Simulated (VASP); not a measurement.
Wanted: the native input for a VASP 6.6.1 run.

```
Task                   : single point
Functional             : LDA
Potentials or basis    : VASP PAW LDA potentials, release 64 (Sn_d)
Cutoff                 : 520 eV
k mesh                 : 11 × 11 × 11
Occupations            : methfessel-paxton, width 0.05 eV
Spin                   : no spin polarisation
Dipole correction      : no
Further INCAR settings : ALGO = Normal; EDIFF = 1e-07; NBANDS = 13
```

The structure of Sn lies in POSCAR:

```
Sn
1.0
   -1.7265400000      1.7755500000      2.3383400000
    1.7265400000     -1.7755500000      2.3383400000
    1.7265400000      1.7755500000     -2.3383400000
Sn
1
Direct
    0.0000000000      0.0000000000      0.0000000000
```

One way to write it, as run:

INCAR

```
SYSTEM = Sn
PREC = Accurate
ENCUT = 520
EDIFF = 1E-7
ISMEAR = 1
SIGMA = 0.05
LREAL = .False.
LASPH = .True.
NELM = 60
ALGO = Normal
ISIF = 2
LWAVE = .False.
LCHARG = .True.
GGA = CA
LELF = .True.
LVHAR = .True.
NBANDS = 13
```

KPOINTS

```
Automatic mesh
0
Gamma
  11 11 11
  0 0 0
```

Potentials or basis: VASP PAW LDA potentials, release 64 (Sn_d).

Run with:

```console
$ cat potpaw_LDA.64/Sn_d/POTCAR > POTCAR
$ mpirun -np 1 vasp_std > vasp.out
```

It gave:

```yaml
Pressure: -4.8 GPa
Band_gap_on_the_k_mesh: zero (band 7 reaches 14.15 eV, above the bottom of band 8 at 5.49 eV)
```

Caveat: spin-orbit coupling is left out, which moves the levels of the heavy elements.

Wall time 110 s on 1 thread of Intel Xeon 8259CL (shared host), peak memory 0.2 GiB.
